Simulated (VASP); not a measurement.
# TiC (Fm-3m) in VASP: notebook, part 3 of 3

VASP 6.6.1.

## Step 5: Single point, LDA (volume scaled by 0.98)

Contents of INCAR:

```
SYSTEM = TiC
  PREC = Accurate
  ENCUT = 520
  EDIFF = 1E-6
  ISMEAR = -1
  SIGMA = 0.05
  LREAL = .FALSE.
  LASPH = .TRUE.
  NELM = 80
  ALGO = Normal
  ISIF = 2
  LWAVE = .FALSE.
  LCHARG = .TRUE.
  GGA = CA
  LELF = .TRUE.
  LVHAR = .TRUE.
  NBANDS = 15
```

Contents of KPOINTS:

```
Automatic mesh
0
G
  11 11 11
  0 0 0
```

Contents of POSCAR:

```
TiC
1.0
    3.0422327100      0.0000000000      0.0000000000
    1.5211163550      2.6346508111      0.0000000000
    1.5211163550      0.8782169371      2.4839726061
Ti C
1 1
Direct
    0.0000000000      0.0000000000      0.0000000000
    0.5000000000      0.5000000000      0.5000000000
```

Potentials or basis: VASP PAW LDA potentials, release 64 (Ti_sv, C).

Started as:

```bash
> cat potpaw_LDA.64/Ti_sv/POTCAR potpaw_LDA.64/C/POTCAR > POTCAR
> mpirun -np 1 vasp_std > vasp.out
```

OUTCAR:

```text
SYSTEM = TiC
   PREC = Accurate
   ENCUT = 520
   EDIFF = 1E-6
   ISMEAR = -1
   LREAL = .FALSE.
   LASPH = .TRUE.
   NELM = 80
   ISIF = 2
   GGA = CA

 ion  position               nearest neighbor table
   1  0.000  0.000  0.000-   2 2.15   2 2.15   2 2.15   2 2.15   2 2.15   2 2.15
   2  0.500  0.500  0.500-   1 2.15   1 2.15   1 2.15   1 2.15   1 2.15   1 2.15

  LATTYP: Found a face centered cubic cell.
 ALAT       =     4.3023667584

  Lattice vectors:

 A1 = (   3.0422327100,   0.0000000000,   0.0000000000)
 A2 = (   1.5211163550,   2.6346508111,   0.0000000000)
 A3 = (   1.5211163550,   0.8782169371,   2.4839726061)

Analysis of symmetry for initial positions (statically):
=====================================================================
 Subroutine PRICEL returns:
 Original cell was already a primitive cell.

 Routine SETGRP: Setting up the symmetry group for a
 face centered cubic supercell.

 Subroutine GETGRP returns: Found 48 space group operations
[... 9 lines left out ...]

 Routine SETGRP: Setting up the symmetry group for a
 face centered cubic supercell.

 Subroutine GETGRP returns: Found 48 space group operations
[... 11 lines left out ...]
                                     Primitive cell

  volume of cell :      19.9096

  direct lattice vectors                    reciprocal lattice vectors
     3.042232710  0.000000000  0.000000000     0.328705952 -0.189778470 -0.134193643
     1.521116355  2.634650811  0.000000000     0.000000000  0.379556940 -0.134193643
     1.521116355  0.878216937  2.483972606     0.000000000  0.000000000  0.402580929

  length of vectors
     3.042232710  3.042232710  3.042232710     0.402580929  0.402580929  0.402580929

  position of ions in fractional coordinates (direct lattice)
[... 8 lines left out ...]
----------------------------------------------------------------------------------------

 KPOINTS: Automatic mesh

Automatic generation of k-mesh.
 Grid dimensions read from file:
 generate k-points for:   11   11   11

 Generating k-lattice:

  Cartesian coordinates                     Fractional coordinates (reciprocal lattice)
     0.029882359 -0.017252588 -0.012199422     0.090909091  0.000000000  0.000000000
     0.000000000  0.034505176 -0.012199422     0.000000000  0.090909091  0.000000000
     0.000000000  0.000000000  0.036598266     0.000000000  0.000000000  0.090909091

  Length of vectors
     0.036598266  0.036598266  0.036598266

  Shift w.r.t. Gamma in fractional coordinates (k-lattice)
     0.000000000  0.000000000  0.000000000

 Subroutine IBZKPT returns following result:
 ===========================================

 Found     56 irreducible k-points:

 Following reciprocal coordinates:
            Coordinates               Weight
  0.000000  0.000000  0.000000      1.000000
  0.090909  0.000000  0.000000      8.000000
  0.181818  0.000000 -0.000000      8.000000
  0.272727  0.000000 -0.000000      8.000000
  0.363636  0.000000 -0.000000      8.000000
  0.454545  0.000000 -0.000000      8.000000
[... 16 lines left out ...]
 -0.272727  0.181818  0.000000     24.000000
 -0.181818  0.181818  0.000000     12.000000
 [... further k-points ...]
   k-points           NKPTS =     56   k-points in BZ     NKDIM =     56   number of bands    NBANDS=     15
   number of dos      NEDOS =    301   number of ions     NIONS =      2
   total plane-waves  NPLWV =  13824
   dimension x,y,z NGX =    24 NGY =   24 NGZ =   24
   dimension x,y,z NGXF=    48 NGYF=   48 NGZF=   48
   ions per type =               1   1
   NGX,Y,Z   is equivalent  to a cutoff of  13.12, 13.12, 13.12 a.u.
   NGXF,Y,Z  is equivalent  to a cutoff of  26.23, 26.23, 26.23 a.u.
 SYSTEM =  TiC
   PREC   = accura    normal or accurate (medium, high low for compatibility)
   ISTART =      0    job   : 0-new  1-cont  2-samecut
   ICHARG =      2    charge: 1-file 2-atom 10-const
   ISPIN  =      1    spin polarized calculation?
   LNONCOLLINEAR =      F non collinear calculations
   LSORBIT =      F    spin-orbit coupling
   LASPH  =      T    aspherical Exc in radial PAW
   ENCUT  =  520.0 eV  38.22 Ry    6.18 a.u.   5.66  5.66  5.66*2*pi/ulx,y,z
   NELM   =     80;   NELMIN=  2; NELMDL= -5     # of ELM steps
   EDIFF  = 0.1E-05   stopping-criterion for ELM
   LREAL  =      F    real-space projection
   EDIFFG = 0.1E-04   stopping-criterion for IOM
   NSW    =      0    number of steps for IOM
   IBRION =     -1    ionic relax: 0-MD 1-quasi-New 2-CG
   NFREE  =      0    steps in history (QN), initial steepest desc. (CG)
   ISIF   =      2    stress and relaxation
   ISYM   =      2    0-nonsym 1-usesym 2-fastsym
   POTIM  = 0.5000    time-step for ionic-motion
   TEBEG  =    0.0;   TEEND  =   0.0 temperature during run
   PSTRESS=    0.0 pullay stress
   NELECT =      16.0000    total number of electrons
   NUPDOWN=      -1.0000    fix difference up-down
   EMIN   =  10.00;   EMAX   =-10.00  energy-range for DOS
   EFERMI =   0.00;   METHOD = LEGACY
   ISMEAR =    -1;   SIGMA  =   0.05  broadening in eV -4-tet -1-fermi 0-gaus
   EFERMI_NEDOS =   21; number of points for ismear=-14 and -15
   IALGO  =     38    algorithm
   IMIX   =      4    mixing-type and parameters
     AMIX     =   0.40;   BMIX     =  1.00
     AMIX_MAG =   1.60;   BMIX_MAG =  1.00
  volume/ion in A,a.u.               =       9.95        67.18
  Fermi-wavevector in a.u.,A,eV,Ry     =   1.522045  2.876247 31.519527  2.316620
  Thomas-Fermi vector in A             =   2.630677
   LORBIT       =      0    0 simple, 1 ext, 2 COOP (PROOUT), +10 PAW based schemes
   GGA     = CA    functional components
   LHFCALC =     F    Hartree Fock is set to
   AEXX    =    0.0000 exact exchange contribution
   IVDW    =     0    specifies the selected vdW correction
   LEPSILON=     F    determine dielectric tensor
   LRPA    =     F    only Hartree local field effects (RPA)
 non-spin polarized calculation
  energy-cutoff  :      520.00
  volume of cell :       19.91
 maximum number of plane-waves:       550
   NGX = 11   NGY = 11   NGZ = 11

 number of electron      16.0000003 magnetization

 Free energy of the ion-electron system (eV)
  ---------------------------------------------------
  ext. energy  EPLUGINS =         0.00000000
  ---------------------------------------------------
  free energy    TOTEN  =       -20.52851531 eV

  energy without entropy =      -20.52592314  energy(sigma->0) =      -20.52721923

 E-fermi :   9.5265     XC(G=0): -13.0808

 val. band max:        9.4431255941   @ k =   0.4545   0.4545   0.0000
 cond. band min:       9.6082179339   @ k =   0.3636   0.2727   0.0000
 fundamental gap:      0.1650923398
 Fermi energy:         9.5265053811

 k-point     1 :       0.0000    0.0000    0.0000
  band No.  band energies     occupation
      1     -46.3495      2.00000
      2     -22.7444      2.00000
      3     -22.7444      2.00000
      4     -22.7444      2.00000
      5      -2.8283      2.00000
      6      10.1093      0.00002
      7      10.1093      0.00002
      8      10.1093      0.00002
      9      11.1885      0.00000
     10      11.1885      0.00000
     11      11.1885      0.00000
     12      11.2269      0.00000
     13      11.2269      0.00000
     14      20.3786      0.00000
     15      23.6034      0.00000

 k-point     2 :       0.0909    0.0000    0.0000
  band No.  band energies     occupation
      1     -46.3428      2.00000
      2     -22.7902      2.00000
      3     -22.7486      2.00000
      4     -22.7486      2.00000
      5      -2.6359      2.00000
      6       9.3121      1.97290
      7       9.6111      0.31084
      8       9.6111      0.31084
      9      10.4668      0.00000
     10      10.4668      0.00000
     11      11.5787      0.00000
     12      12.7262      0.00000
     13      12.7262      0.00000
     14      20.6795      0.00000
     15      23.6884      0.00000
[... 365 lines left out ...]
      3     -22.9076      2.00000
      4     -22.7862      2.00000
      5      -0.2824      2.00000
      6       5.2080      2.00000
      7       6.8910      2.00000
      8       6.9463      2.00000
      9      11.4765      0.00000
     10      12.4903      0.00000
     11      13.3132      0.00000
     12      14.7562      0.00000
     13      17.5826      0.00000
     14      20.7445      0.00000
     15      23.2877      0.00000

 k-point    24 :      -0.1818    0.1818    0.0000
  band No.  band energies     occupation
      1     -46.2931      2.00000
      2     -23.0486      2.00000
      3     -22.8641      2.00000
      4     -22.7661      2.00000
      5      -1.0510      2.00000
      6       6.2015      2.00000
      7       7.2630      2.00000
      8       7.4868      2.00000
      9      10.9910      0.00000
     10      12.1675      0.00000
     11      13.0987      0.00000
     12      13.9751      0.00000
     13      16.8995      0.00000
     14      21.5136      0.00000
     15      23.1699      0.00000

 [... further k-points ...]
[... 5 lines left out ...]
  --------------------------------------------------------------------------------------
  -------------------------------------------------------------------------------------
  Total       -0.8770943     -0.8770943     -0.8770943     -0.0000000     -0.0000000      0.0000000
  in kB      -70.5820991    -70.5820991    -70.5820991     -0.0000000     -0.0000000      0.0000000
  external PRESSURE =     -70.5820991 kB  Pullay stress =       0.0000000 kB

 VOLUME and BASIS-vectors are now :
 -----------------------------------------------------------------------------
  energy-cutoff  :      520.00
  volume of cell :       19.91
      direct lattice vectors                 reciprocal lattice vectors
     3.042232710  0.000000000  0.000000000     0.328705952 -0.189778470 -0.134193643
     1.521116355  2.634650811  0.000000000     0.000000000  0.379556940 -0.134193643
     1.521116355  0.878216937  2.483972606     0.000000000  0.000000000  0.402580929

 POSITION                                       TOTAL-FORCE (eV/Angst)
 -----------------------------------------------------------------------------------
      0.00000      0.00000      0.00000        -0.000000     -0.000000      0.000000
      3.04223      1.75643      1.24199         0.000000      0.000000      0.000000
 -----------------------------------------------------------------------------------
    total drift:                               -0.000000      0.000000      0.000000

  FREE ENERGIE OF THE ION-ELECTRON SYSTEM (eV)
  ---------------------------------------------------
  free  energy   TOTEN  =       -20.5285153145 eV

  energy  without entropy=      -20.5259231377  energy(sigma->0) =      -20.52721923
```

OSZICAR:

```text
N       E                     dE             d eps       ncg     rms          rms(c)
DAV:   1     0.117043200167E+03    0.11704E+03   -0.80084E+03  1680   0.128E+03
DAV:   2    -0.185237862779E+02   -0.13557E+03   -0.12687E+03  1806   0.338E+02
DAV:   3    -0.258046078493E+02   -0.72808E+01   -0.71738E+01  2156   0.768E+01
DAV:   4    -0.260351361278E+02   -0.23053E+00   -0.23040E+00  2059   0.129E+01
DAV:   5    -0.260401698862E+02   -0.50338E-02   -0.50324E-02  2167   0.173E+00    0.184E+01
DAV:   6    -0.212043748209E+02    0.48358E+01   -0.11739E+01  2363   0.563E+01    0.696E+00
DAV:   7    -0.205783855646E+02    0.62599E+00   -0.22205E+00  1980   0.211E+01    0.502E+00
DAV:   8    -0.205503004296E+02    0.28085E-01   -0.11801E-01  1862   0.343E+00    0.348E+00
DAV:   9    -0.205324082288E+02    0.17892E-01   -0.98321E-02  2262   0.406E+00    0.748E-01
DAV:  10    -0.205306035484E+02    0.18047E-02   -0.11755E-02  2193   0.148E+00    0.620E-01
DAV:  11    -0.205286380385E+02    0.19655E-02   -0.29560E-03  1911   0.741E-01    0.169E-01
DAV:  12    -0.205285331948E+02    0.10484E-03   -0.25879E-04  2255   0.197E-01    0.461E-02
DAV:  13    -0.205285152149E+02    0.17980E-04   -0.49846E-05  1897   0.637E-02    0.625E-03
DAV:  14    -0.205285153145E+02   -0.99647E-07   -0.19453E-06  1868   0.118E-02
   1 F= -.20528515E+02 E0= -.20527219E+02  d E =-.259218E-02
```

stdout:

```text
POSCAR found type information on POSCAR TiC
 POSCAR found :  2 types and       2 ions
 scaLAPACK will be used
 LDA part: xc-table for (Slater(with rela. corr.)+CA(PZ))
 , standard interpolation
 POSCAR, INCAR and KPOINTS ok, starting setup
 FFT: planning ... GRIDC
 FFT: planning ... GRID_SOFT
 FFT: planning ... GRID
 WAVECAR not read
 entering main loop
```

Run time: 22 s. Hardware: 1 thread of AMD EPYC 7R43 (Zen 3), shared host; peak memory 0.1 GiB.

Results:

* Free energy: -20.5285 eV
* Pressure: -7.1 GPa
* Band gap on the k mesh: zero (band 8 reaches 10.11 eV, above the bottom of band 9 at 9.06 eV)

## Step 6: Single point, LDA

Contents of INCAR:

```
SYSTEM = TiC
  PREC = Accurate
  ENCUT = 520
  EDIFF = 1E-6
  ISMEAR = -1
  SIGMA = 0.05
  LREAL = .False.
  LASPH = .True.
  NELM = 60
  ALGO = Normal
  ISIF = 2
  LWAVE = .False.
  LCHARG = .True.
  GGA = CA
  LELF = .True.
  LVHAR = .True.
  NBANDS = 15
```

Contents of KPOINTS:

```
Automatic mesh
0
Gamma
  11 11 11
  0 0 0
```

Contents of POSCAR:

```
TiC
1.0
    3.0627889600      0.0000000000      0.0000000000
    1.5313944800      2.6524530458      0.0000000000
    1.5313944800      0.8841510153      2.5007567139
Ti C
1 1
Direct
    0.0000000000      0.0000000000      0.0000000000
    0.5000000000      0.5000000000      0.5000000000
```

Potentials or basis: VASP PAW LDA potentials, release 64 (Ti_sv, C).

Started as:

```bash
> cat potpaw_LDA.64/Ti_sv/POTCAR potpaw_LDA.64/C/POTCAR > POTCAR
> mpirun -np 1 vasp_std > vasp.out
```

It took 22 s on 1 thread of AMD EPYC 7R43 (Zen 3), shared host; peak memory 0.1 GiB.

It converged, with:

| Quantity | Value |
| --- | --- |
| Free energy | -20.5046 eV |
| Pressure | -12.0 GPa |
| Band gap on the k mesh | zero (band 8 reaches 9.86 eV, above the bottom of band 9 at 8.82 eV) |

Levels at points of the mesh, in eV from the Fermi level:
```
           k point  band 5  band 6  band 7  band 8  band 9  band 10  band 11  band 12
(0.00, 0.00, 0.00)  -12.26    0.58    0.58    0.58    1.64     1.64     1.64     1.66
```

## Step 7: Summary

| task | level | potentials or basis | cell | cutoff (eV) | gap on the mesh (eV) | pressure (GPa) |
| --- | --- | --- | --- | --- | --- | --- |
| relaxation of cell and atoms | RPBE+D4 | VASP PAW PBE potentials, release 64 (Ti_sv, C) | relaxed from a = 3.063 Å, angles 60.0°, 2 atoms | 600 | none | 0.0 |
| single point | LDA | VASP PAW LDA potentials, release 64 (Ti_sv, C) | a = 3.000 Å, angles 60.0°, 2 atoms | 520 | none | 4.4 |
| single point | LDA | VASP PAW LDA potentials, release 64 (Ti_sv, C) | a = 3.021 Å, angles 60.0°, 2 atoms | 520 | none | -1.6 |
| single point | LDA | VASP PAW LDA potentials, release 64 (Ti_sv, C) | a = 3.042 Å, angles 60.0°, 2 atoms | 520 | none | -7.1 |
| single point | LDA | VASP PAW LDA potentials, release 64 (Ti_sv, C) | a = 3.063 Å, angles 60.0°, 2 atoms | 520 | none | -12.0 |

Alike in all rows: no spin polarisation; k mesh 11 × 11 × 11; smearing fermi-dirac 0.05 eV.

Caveats: the PAW data sets were made with another functional, which shifts forces and pressure a little (some runs); pairwise dispersion overbinds metals, which lowers pressure and volume (some runs).

Absolute energies hang on the potentials; compare differences alone.
